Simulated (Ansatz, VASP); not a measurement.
# Two plane-wave programs on Br

The input INCAR:

```
PREC     = Accurate       # precision mode
ENCUT    = 600            # plane-wave cutoff, eV
EDIFF    = 1E-6           # SCF threshold, eV
ISMEAR   = -1             # smearing method
SIGMA    = 0.05           # smearing width, eV
LREAL    = F              # projectors in reciprocal space
LASPH    = T              # aspherical terms in the spheres
NELM     = 80             # most SCF steps
ALGO     = Normal         # electronic algorithm
ISIF     = 3              # what is computed and relaxed
LWAVE    = F              # write WAVECAR
LCHARG   = F              # write CHGCAR
GGA      = PE             # functional
IBRION   = 2              # ionic algorithm
NSW      = 80             # ionic steps
EDIFFG   = -0.01          # ionic threshold
```

KPOINTS

```
regular mesh
0
Gamma
  5 5 2
```

File POSCAR:

```
Br
1.0
    3.2836000000     -2.2339000000      0.0000000000
    3.2836000000      2.2339000000      0.0000000000
    0.0000000000      0.0000000000      8.6938000000
Br
4
Direct
    0.8610000000      0.1390000000      0.1114000000
    0.6390000000      0.3610000000      0.6114000000
    0.1390000000      0.8610000000      0.8886000000
    0.3610000000      0.6390000000      0.3886000000
```

Input for Ansatz:

```yaml
crystal:
  lattice:
    - [3.2836, -2.2339, 0.0]
    - [3.2836, 2.2339, 0.0]
    - [0.0, 0.0, 8.6938]
  atoms:
    - { symbol: Br, position: [0.861, 0.139, 0.1114] }
    - { symbol: Br, position: [0.639, 0.361, 0.6114] }
    - { symbol: Br, position: [0.139, 0.861, 0.8886] }
    - { symbol: Br, position: [0.361, 0.639, 0.3886] }
hamiltonian:
  xc: pbe
  pseudopotentials:
    kind: paw
    azcp:
      Br: "pseudopotentials/Br.paw.azcp"
basis:
  ecutwfc: 420
  fft_grid_basis: typed
kpoints:
  mp_grid: { grid: [5, 5, 2], shift: [0, 0, 0] }
magnetization:
  spin_polarized: false
scf:
  occupations: { method: fermi_dirac, width: 0.05 }
relax:
  max_steps: 60
  f_tol: 0.01
  cell: {}
```

Alike in both runs: task relaxation of cell and atoms; functional PBE; k mesh 5 × 5 × 2; occupations fermi-dirac, width 0.05 eV; no spin polarisation.

|  | VASP | Ansatz |
| --- | --- | --- |
| version | VASP 6.6.1 | Ansatz 0.2.0 |
| potentials or method | VASP PAW PBE potentials, release 64 (Br), cutoff 600 eV | plane waves (420 eV) with PAW, scalar-relativistic |
| valence electrons in the cell | 28 | 28 |

Ansatz gave:

| Quantity | Value |
| --- | --- |
| relaxed volume (Å³/atom) | 40.01 |
| relaxed length of the cell vector where the two differ most in proportion (Å) | 4.794 |

Estimate VASP's values.

relaxed volume (Å³/atom): 39.51; relaxed length of the cell vector where the two differ most in proportion (Å): 4.755.

Noted on VASP's run: the volume moved by over 15 % at a fixed basis, so the end points are rough.
